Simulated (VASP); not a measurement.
# O in VASP: notebook

Runs on O. Level: PBE+D3(BJ). Tasks: single point, relaxation of the atoms.

Everything below comes from runs of VASP 6.6.1. Logs are shortened: lines on timing, memory, paths and dates and some standing lists are left out, and cuts for length are marked.

## 1. The cell of the first run

The cell holds an amorphous packing of atoms, 16 atoms: a = 7.877 Å, b = 7.877 Å, c = 7.877 Å, α = 90.00°, β = 90.00°, γ = 90.00°.

## 2. Single point, PBE+D3(BJ), collinear spin, ferromagnetic start

The input, INCAR:

```
ALGO = Normal ; EDIFF = 1E-7
ENCUT = 520 ; GGA = PE
ISIF = 2 ; ISMEAR = -1
ISPIN = 2 ; IVDW = 12
LASPH = T ; LCHARG = F
LORBIT = 11 ; LREAL = Auto
LWAVE = F ; MAGMOM = 0.56 0.56 0.56 0.56 0.56 0.56 0.56 0.56 0.56 0.56 0.56 0.56 0.56 0.56 0.56 0.56
NBANDS = 66 ; NELM = 150
PREC = Accurate ; SIGMA = 0.02
```

The input, KPOINTS:

```
k-points
0
Gamma
  1 1 1
```

The input, POSCAR:

```
O
1.0
    7.8772940000      0.0000000000      0.0000000000
    0.0000000000      7.8772940000      0.0000000000
    0.0000000000      0.0000000000      7.8772940000
O
16
Direct
    0.0408515919      0.5070396001      1.0628142101
    0.1258554016      0.5904946546      0.9555819549
    0.2974625550      0.2349537798      0.2215862452
    0.3773503947      0.2730760081      0.0916050613
    0.1387024529      0.2332653828      0.7199299658
    0.0636386048      0.0937631628      0.7251474935
    0.0118949477      0.7830353926      0.4594217253
    0.0347962130      0.8698545465      0.3348231004
    0.7650850660      0.1300065733      0.9862777751
    0.8228460179     -0.0123519574      0.9903400838
    0.3676262432      0.8341823982      0.8923368862
    0.5011111684      0.9228168963      0.9135243651
    0.6252908677      0.0886852769      0.4739190895
    0.6920650670      0.2155435610      0.4057484715
    0.3940185551      0.7601087378      0.5161797947
    0.3654554470      0.6780247125      0.3896642680
```

Potentials or basis: VASP PAW PBE potentials, release 64 (O).

Started as:

```console
cat potpaw_PBE.64/O/POTCAR > POTCAR
mpirun -np 1 vasp_gam > vasp.out
```

OUTCAR:

```text
EDIFF = 1E-7
   ENCUT = 520
   GGA = PE
   ISIF = 2
   ISMEAR = -1
   ISPIN = 2
   IVDW = 12
   LASPH = T
   LORBIT = 11
   LREAL = Auto
   NELM = 150
   PREC = Accurate
 IVDW          = 12

 ion  position               nearest neighbor table
   1  0.041  0.507  0.063-   2 1.26
   2  0.126  0.590  0.956-   1 1.26
   3  0.297  0.235  0.222-   4 1.24
   4  0.377  0.273  0.092-   3 1.24
   5  0.139  0.233  0.720-   6 1.25
   6  0.064  0.094  0.725-   5 1.25
[... 8 lines left out ...]
  15  0.394  0.760  0.516-  16 1.21
  16  0.365  0.678  0.390-  15 1.21

  LATTYP: Found a simple cubic cell.
 ALAT       =     7.8772940000

  Lattice vectors:

 A1 = (   7.8772940000,   0.0000000000,   0.0000000000)
 A2 = (   0.0000000000,   7.8772940000,   0.0000000000)
 A3 = (   0.0000000000,   0.0000000000,   7.8772940000)

Analysis of symmetry for initial positions (statically):
=====================================================================
 Subroutine PRICEL returns:
 Original cell was already a primitive cell.

 Routine SETGRP: Setting up the symmetry group for a
 simple cubic supercell.

 Subroutine GETGRP returns: Found  1 space group operations
 (whereof  1 operations were pure point group operations)
 out of a pool of 48 trial point group operations.

The static configuration has the point symmetry C_1 .

Analysis of symmetry for dynamics (positions and initial velocities):
=====================================================================
 Subroutine PRICEL returns:
 Original cell was already a primitive cell.

 Routine SETGRP: Setting up the symmetry group for a
 simple cubic supercell.

 Subroutine GETGRP returns: Found  1 space group operations
 (whereof  1 operations were pure point group operations)
 out of a pool of 48 trial point group operations.

The dynamic configuration has the point symmetry C_1 .

Analysis of structural, dynamic, and magnetic symmetry:
=====================================================================
 Subroutine PRICEL returns:
 Original cell was already a primitive cell.

 Routine SETGRP: Setting up the symmetry group for a
 simple cubic supercell.

 Subroutine GETGRP returns: Found  1 space group operations
 (whereof  1 operations were pure point group operations)
 out of a pool of 48 trial point group operations.

The overall configuration has the point symmetry C_1 .

 Subroutine INISYM returns: Found  1 space group operations
 (whereof  1 operations are pure point group operations),
 and found     1 'primitive' translations

----------------------------------------------------------------------------------------

                                     Primitive cell

  volume of cell :     488.8000

  direct lattice vectors                    reciprocal lattice vectors
     7.877294000  0.000000000  0.000000000     0.126947147  0.000000000  0.000000000
     0.000000000  7.877294000  0.000000000     0.000000000  0.126947147  0.000000000
     0.000000000  0.000000000  7.877294000     0.000000000  0.000000000  0.126947147

  length of vectors
     7.877294000  7.877294000  7.877294000     0.126947147  0.126947147  0.126947147

  position of ions in fractional coordinates (direct lattice)
     0.040851592  0.507039600  0.062814210
     0.125855402  0.590494655  0.955581955
     0.297462555  0.234953780  0.221586245
     0.377350395  0.273076008  0.091605061
     0.138702453  0.233265383  0.719929966
     0.063638605  0.093763163  0.725147494
[... 8 lines left out ...]
     0.394018555  0.760108738  0.516179795
     0.365455447  0.678024712  0.389664268

  ion indices of the primitive-cell ions
   primitive index   ion index
                 1           1
                 2           2
                 3           3
                 4           4
                 5           5
                 6           6
[... 8 lines left out ...]
                15          15
                16          16

----------------------------------------------------------------------------------------

 KPOINTS: k-points

Automatic generation of k-mesh.
 Grid dimensions read from file:
 generate k-points for:    1    1    1

 Generating k-lattice:

  Cartesian coordinates                     Fractional coordinates (reciprocal lattice)
     0.126947147  0.000000000  0.000000000     1.000000000  0.000000000  0.000000000
     0.000000000  0.126947147  0.000000000     0.000000000  1.000000000  0.000000000
     0.000000000  0.000000000  0.126947147     0.000000000  0.000000000  1.000000000

  Length of vectors
     0.126947147  0.126947147  0.126947147

  Shift w.r.t. Gamma in fractional coordinates (k-lattice)
     0.000000000  0.000000000  0.000000000

 Subroutine IBZKPT returns following result:
 ===========================================

 Found      1 irreducible k-points:

 Following reciprocal coordinates:
            Coordinates               Weight
  0.000000  0.000000  0.000000      1.000000
   k-points           NKPTS =      1   k-points in BZ     NKDIM =      1   number of bands    NBANDS=     66
   number of dos      NEDOS =    301   number of ions     NIONS =     16
   total plane-waves  NPLWV = 216000
   dimension x,y,z NGX =    60 NGY =   60 NGZ =   60
   dimension x,y,z NGXF=   120 NGYF=  120 NGZF=  120
   ions per type =              16
   NGX,Y,Z   is equivalent  to a cutoff of  12.66, 12.66, 12.66 a.u.
   NGXF,Y,Z  is equivalent  to a cutoff of  25.33, 25.33, 25.33 a.u.
 SYSTEM =  unknown system
   PREC   = accura    normal or accurate (medium, high low for compatibility)
   ISTART =      0    job   : 0-new  1-cont  2-samecut
   ICHARG =      2    charge: 1-file 2-atom 10-const
   ISPIN  =      2    spin polarized calculation?
   LNONCOLLINEAR =      F non collinear calculations
   LSORBIT =      F    spin-orbit coupling
   LASPH  =      T    aspherical Exc in radial PAW
   ENCUT  =  520.0 eV  38.22 Ry    6.18 a.u.  14.65 14.65 14.65*2*pi/ulx,y,z
   NELM   =    150;   NELMIN=  2; NELMDL= -5     # of ELM steps
   EDIFF  = 0.1E-06   stopping-criterion for ELM
   LREAL  =      T    real-space projection
   EDIFFG = 0.1E-05   stopping-criterion for IOM
   NSW    =      0    number of steps for IOM
   IBRION =     -1    ionic relax: 0-MD 1-quasi-New 2-CG
   NFREE  =      0    steps in history (QN), initial steepest desc. (CG)
   ISIF   =      2    stress and relaxation
   ISYM   =      2    0-nonsym 1-usesym 2-fastsym
   POTIM  = 0.5000    time-step for ionic-motion
   TEBEG  =    0.0;   TEEND  =   0.0 temperature during run
   PSTRESS=    0.0 pullay stress
   NELECT =      96.0000    total number of electrons
   NUPDOWN=      -1.0000    fix difference up-down
   EMIN   =  10.00;   EMAX   =-10.00  energy-range for DOS
   EFERMI =   0.00;   METHOD = LEGACY
   ISMEAR =    -1;   SIGMA  =   0.02  broadening in eV -4-tet -1-fermi 0-gaus
   EFERMI_NEDOS =   21; number of points for ismear=-14 and -15
   IALGO  =     38    algorithm
   IMIX   =      4    mixing-type and parameters
     AMIX     =   0.40;   BMIX     =  1.00
     AMIX_MAG =   1.60;   BMIX_MAG =  1.00
  volume/ion in A,a.u.               =      30.55       206.16
  Fermi-wavevector in a.u.,A,eV,Ry     =   0.951601  1.798265 12.320678  0.905544
  Thomas-Fermi vector in A             =   2.080086
   LORBIT       =     11    0 simple, 1 ext, 2 COOP (PROOUT), +10 PAW based schemes
   GGA     = PE    functional components
   LHFCALC =     F    Hartree Fock is set to
   AEXX    =    0.0000 exact exchange contribution
   IVDW    =    12    specifies the selected vdW correction
   LEPSILON=     F    determine dielectric tensor
   LRPA    =     F    only Hartree local field effects (RPA)
 spin polarized calculation
  energy-cutoff  :      520.00
  volume of cell :      488.80
 maximum number of plane-waves:      6603
 NGX is ok and might be reduce to    60
   NGX = 29   NGY = 29   NGZ = 29

 number of electron      96.0000000 magnetization       8.9600000

 number of electron      96.0000001 magnetization      16.0002553

 Free energy of the ion-electron system (eV)
  ---------------------------------------------------
  ext. energy  EPLUGINS =         0.00000000
  ---------------------------------------------------
  free energy    TOTEN  =       -78.88355707 eV

  energy without entropy =      -78.88355707  energy(sigma->0) =      -78.88355707

 E-fermi :  -3.7896     XC(G=0):  -5.1991

 val. band max:       -4.3395476230   @ k =   0.0000   0.0000   0.0000
 cond. band min:      -2.7971697963   @ k =   0.0000   0.0000   0.0000
 fundamental gap:      1.5423778267
 Fermi energy:        -3.7895911601

 spin component 1

 k-point     1 :       0.0000    0.0000    0.0000
  band No.  band energies     occupation
      1     -30.7488      1.00000
      2     -30.6803      1.00000
      3     -30.6277      1.00000
      4     -30.0855      1.00000
      5     -29.9003      1.00000
      6     -29.8802      1.00000
[... 52 lines left out ...]
     59       2.8586      0.00000
     60       3.0667      0.00000
 Fermi energy:        -3.7895911601

 spin component 2

 k-point     1 :       0.0000    0.0000    0.0000
  band No.  band energies     occupation
      1     -29.5540      1.00000
      2     -29.4827      1.00000
      3     -29.4303      1.00000
      4     -28.8664      1.00000
      5     -28.6740      1.00000
      6     -28.6524      1.00000
[... 52 lines left out ...]
     59       3.3163      0.00000
     60       3.4724      0.00000
 [bands above 60 left out]

------------------------ aborting loop because EDIFF is reached ----------------------------------------

 Edisp (eV)   -0.38069

 E8    (eV) :    -0.0868

  FORCE on cell =-STRESS in cart. coord.  units (eV):
  Direction    XX          YY          ZZ          XY          YZ          ZX
  --------------------------------------------------------------------------------------
  -------------------------------------------------------------------------------------
  Total      -2.38331    -0.76728     0.67577    -3.11280     1.16954     1.20944
  in kB      -7.81195    -2.51497     2.21502   -10.20308     3.83351     3.96427
  external pressure =       -2.70 kB  Pullay stress =        0.00 kB

 VOLUME and BASIS-vectors are now :
 -----------------------------------------------------------------------------
  energy-cutoff  :      520.00
  volume of cell :      488.80
      direct lattice vectors                 reciprocal lattice vectors
     7.877294000  0.000000000  0.000000000     0.126947147  0.000000000  0.000000000
     0.000000000  7.877294000  0.000000000     0.000000000  0.126947147  0.000000000
     0.000000000  0.000000000  7.877294000     0.000000000  0.000000000  0.126947147

 POSITION                                       TOTAL-FORCE (eV/Angst)
 -----------------------------------------------------------------------------------
      0.32180      3.99410      0.49481         0.981625      1.002210     -1.273753
      0.99140      4.65150      7.52740        -1.095650     -1.045806      1.278049
      2.34320      1.85080      1.74550         0.211187      0.073896     -0.312792
      2.97250      2.15110      0.72160        -0.205225     -0.093719      0.337995
      1.09260      1.83750      5.67110        -0.478258     -0.902816      0.024286
      0.50130      0.73860      5.71220         0.534282      0.934705     -0.088760
[... 8 lines left out ...]
      3.10380      5.98760      4.06610         0.388791      0.980744      1.522999
      2.87880      5.34100      3.06950        -0.261974     -1.038173     -1.563866
 -----------------------------------------------------------------------------------
    total drift:                                0.008635     -0.010687      0.002515

  FREE ENERGIE OF THE ION-ELECTRON SYSTEM (eV)
  ---------------------------------------------------
  free  energy   TOTEN  =       -79.2642453597 eV

  energy  without entropy=      -79.2642453597  energy(sigma->0) =      -79.26424536

 total charge

# of ion       s       p       d       tot
------------------------------------------
    1        1.611   3.236   0.000   4.847
    2        1.612   3.234   0.000   4.846
    3        1.611   3.268   0.000   4.879
    4        1.611   3.267   0.000   4.879
    5        1.611   3.254   0.000   4.865
    6        1.612   3.255   0.000   4.866
[... 8 lines left out ...]
   15        1.612   3.312   0.000   4.924
   16        1.612   3.313   0.000   4.925
--------------------------------------------------
tot         25.789  52.330   0.000  78.120

 magnetization (x)

# of ion       s       p       d       tot
------------------------------------------
    1        0.010   0.803   0.000   0.813
    2        0.010   0.808   0.000   0.818
    3        0.010   0.801   0.000   0.811
    4        0.010   0.803   0.000   0.813
    5        0.010   0.803   0.000   0.814
    6        0.010   0.803   0.000   0.814
[... 8 lines left out ...]
   15        0.010   0.797   0.000   0.807
   16        0.010   0.796   0.000   0.806
--------------------------------------------------
tot          0.165  12.822   0.000  12.987
```

Wall time 2.9 min (1 thread of AMD EPYC 7R13, shared host); peak memory 0.55 GiB.

What came out:

| Property | Result |
| --- | --- |
| Free energy | -79.2642 eV |
| Pressure | -0.3 GPa |
| Largest force | 2.769 eV/Å |
| Band gap on the k mesh | 1.54 eV |
| Net moment | 16.00 μB per cell |
| Site moments | O +0.81, +0.82 μB |
| Valence electrons inside the program's atomic spheres | O 4.85, 4.88, 4.87, 4.92, 4.83, 4.84, 4.86 |
| Dispersion energy per atom | -0.024 eV |

Forces on the atoms (eV/Å):
```
O    0.982  1.002 -1.274
O   -1.096 -1.046  1.278
O    0.211  0.074 -0.313
O   -0.205 -0.094  0.338
O   -0.478 -0.903  0.024
O    0.534  0.935 -0.089
O   -0.363 -1.022  1.468
O    0.228  1.062 -1.475
O   -0.523  1.669 -0.010
O    0.801 -1.563  0.140
O    2.077  1.418  0.347
O   -2.311 -1.470 -0.407
O    0.500  0.925 -0.494
O   -0.483 -0.930  0.507
O    0.389  0.981  1.523
O   -0.262 -1.038 -1.564
```

Stress tensor (GPa, compression positive):
```
-0.78 -1.02  0.40
-1.02 -0.25  0.38
 0.40  0.38  0.22
```

Levels at points of the mesh, in eV from the valence-band top:
Spin up:
| k point | band 53 | band 54 | band 55 | band 56 | band 57 | band 58 | band 59 | band 60 |
| --- | --- | --- | --- | --- | --- | --- | --- | --- |
| (0.00, 0.00, 0.00) | -0.12 | -0.09 | -0.04 | 0.00 | 5.68 | 7.04 | 7.20 | 7.41 |
Spin down:
| k point | band 37 | band 38 | band 39 | band 40 | band 41 | band 42 | band 43 | band 44 |
| --- | --- | --- | --- | --- | --- | --- | --- | --- |
| (0.00, 0.00, 0.00) | -4.47 | -4.37 | -4.35 | -4.32 | 1.54 | 1.59 | 1.69 | 1.79 |

Caveat: the k points lie up to 0.80 Å⁻¹ apart; the standard files for N, O and F lose accuracy on very short bonds.

## 3. Single point, PBE+D3(BJ), collinear spin, ferromagnetic start

The input, INCAR:

```
PREC = Accurate
ENCUT = 520
EDIFF = 1E-7
ISMEAR = -1
SIGMA = 0.02
LREAL = Auto
LASPH = T
NELM = 150
ALGO = Normal
ISIF = 2
LWAVE = F
LCHARG = T
ISPIN = 2
MAGMOM = 1 1 1 1 1 1 1 1 1 1 1 1 1 1 1 1
LORBIT = 11
GGA = PE
IVDW = 12
LELF = T
LVHAR = T
NBANDS = 66
```

The input, KPOINTS:

```
regular mesh
0
Gamma
  1 1 1
```

The input, POSCAR:

```
O
1.0
    7.8772940000      0.0000000000      0.0000000000
    0.0000000000      7.8772940000      0.0000000000
    0.0000000000      0.0000000000      7.8772940000
O
16
Direct
   -0.0101557718      0.5025202817      1.0905267723
    0.0949818554      0.5701958058      0.9959638424
    0.3674231278      0.2506952261      0.2091200354
    0.3239310352      0.3287423321      0.0771203919
    0.1337515142      0.1706042710      0.7056357170
    0.1412794800      0.0117553058      0.6966351643
   -0.0285884975      0.7797728509      0.4274818231
    0.0420575898      0.8761892091      0.3190943489
    0.7229766973      0.1160296924      1.0203503894
    0.8693467579      0.0959212643      1.0240826355
    0.3299737194      0.8532752491      0.9209380785
    0.4735636375      0.9179294311      0.9111504534
    0.6834072716      0.1389055683      0.3846498556
    0.8100751349      0.1414825954      0.4785653551
    0.4785653551      0.7466523403      0.4324200671
    0.3804732945      0.6480905753      0.3577116710
```

Potentials or basis: VASP PAW PBE potentials, release 64 (O).

Started as:

```console
cat potpaw_PBE.64/O/POTCAR > POTCAR
mpirun -np 1 vasp_gam > vasp.out
```

Run time: 3.1 min. Hardware: 1 thread of AMD EPYC 7R13, shared host; peak memory 0.56 GiB.

The run converged. Its results:

```
Free energy                                           : -79.0759 eV
Pressure                                              : -0.1 GPa
Largest force                                         : 6.484 eV/Å
Band gap on the k mesh                                : 1.22 eV
Net moment                                            : 16.00 μB per cell
Site moments                                          : O +0.81, +0.82, +0.80 μB
Valence electrons inside the program's atomic spheres : O 4.89, 4.88, 4.86, 4.83, 4.84, 5.00, 4.87
Dispersion energy per atom                            : -0.024 eV
```

Forces in eV/Å, atoms in the order of the input:
```
O    0.068  0.082 -0.092
O   -0.251  0.026  0.043
O   -0.429  0.701 -1.220
O    0.541 -0.854  1.254
O    0.073 -1.385 -0.086
O   -0.189  1.555 -0.072
O    1.042  1.395 -1.624
O   -1.029 -1.458  1.588
O   -6.262  0.989 -0.223
O    6.423 -0.872  0.166
O    0.732  0.124  0.138
O   -0.700 -0.359 -0.009
O    0.526  0.008  0.468
O   -0.562  0.042 -0.331
O   -0.446 -0.444 -0.340
O    0.463  0.451  0.341
```

Stress tensor (GPa, compression positive):
```
 1.80 -0.83  0.25
-0.83 -1.16  0.48
 0.25  0.48 -1.01
```

Levels at points of the mesh, in eV from the valence-band top:
Spin up:
| k point | band 54 | band 55 | band 56 | band 57 | band 58 | band 59 |
| --- | --- | --- | --- | --- | --- | --- |
| (0.00, 0.00, 0.00) | -0.45 | -0.01 | 0.00 | 5.32 | 6.71 | 6.90 |
Spin down:
| k point | band 36 | band 37 | band 38 | band 39 | band 40 | band 41 | band 42 | band 43 | band 44 | band 45 |
| --- | --- | --- | --- | --- | --- | --- | --- | --- | --- | --- |
| (0.00, 0.00, 0.00) | -4.81 | -4.72 | -4.67 | -4.62 | -4.55 | 1.22 | 1.29 | 1.35 | 1.41 | 1.46 |

Caveat: the k points lie up to 0.80 Å⁻¹ apart; the standard files for N, O and F lose accuracy on very short bonds.

(Part 1 of 2 ends here.)
